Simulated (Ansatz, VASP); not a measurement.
MgO: VASP beside Ansatz

File INCAR:

```
ALGO = Normal
EDIFF = 1E-7
EDIFFG = -0.002
ENCUT = 600
GGA = CA
GGA_COMPAT = False
IBRION = 2
ISIF = 3
ISMEAR = 0
LASPH = True
LCHARG = False
LREAL = False
LWAVE = False
NELM = 120
NELMIN = 4
NSW = 100
PREC = Accurate
SIGMA = 0.02
```

KPOINTS

```
k-points
0
Gamma
  10 10 10
```

File POSCAR:

```
MgO
1.0
    0.0000000000      2.1050000000      2.1050000000
    2.1050000000      0.0000000000      2.1050000000
    2.1050000000      2.1050000000      0.0000000000
Mg O
1 1
Direct
    0.0000000000      0.0000000000      0.0000000000
    0.5000000000      0.5000000000      0.5000000000
```

Input for Ansatz:

```yaml
crystal:
  lattice:
    - [0.0, 2.105, 2.105]
    - [2.105, 0.0, 2.105]
    - [2.105, 2.105, 0.0]
  atoms:
    - { symbol: Mg, position: [0.0, 0.0, 0.0] }
    - { symbol: O, position: [0.5, 0.5, 0.5] }
basis:
  ecutwfc: 420
kpoints:
  mp_grid: { grid: [10, 10, 10] }
hamiltonian:
  xc: lda
  pseudopotentials: { kind: paw }
scf:
  occupations: { method: gaussian, width: 0.02 }
output:
  forces: true
  stress: true
  eigenvalues: true
relax:
  adjacent_minimum: "off"
  f_tol: 0.002
  max_steps: 80
  cell: { stress_tol: 0.02 }
```

Alike in both runs: task relaxation of cell and atoms; functional LDA; k mesh 10 × 10 × 10; occupations gaussian, width 0.02 eV; no spin polarisation.

|  | VASP | Ansatz |
| --- | --- | --- |
| version | VASP 6.6.1 | Ansatz 0.2.0 |
| potentials or method | VASP PAW LDA potentials, release 64 (Mg, O), cutoff 600 eV | scalar-relativistic, plane waves, PAW |
| valence electrons in the cell | 8 | 16 |

|  | VASP | Ansatz | Ansatz less VASP |
| --- | --- | --- | --- |
| gap on the k mesh at the Fermi level, each at its own relaxed structure (eV) | 5.15 | 5.03 | -0.120 |
| relaxed volume (Å³/atom) | 8.89 | 8.99 | +0.102 |
| relaxed cell length with the largest relative difference (Å) | 2.930 | 2.941 | +0.0112 |

LDA's correlation is that of Perdew and Zunger in VASP and of Perdew and Wang (1992) in Ansatz. VASP's potentials hold 8 valence electrons a cell and Ansatz's 16, so a difference there can come from the potentials and not from the codes.
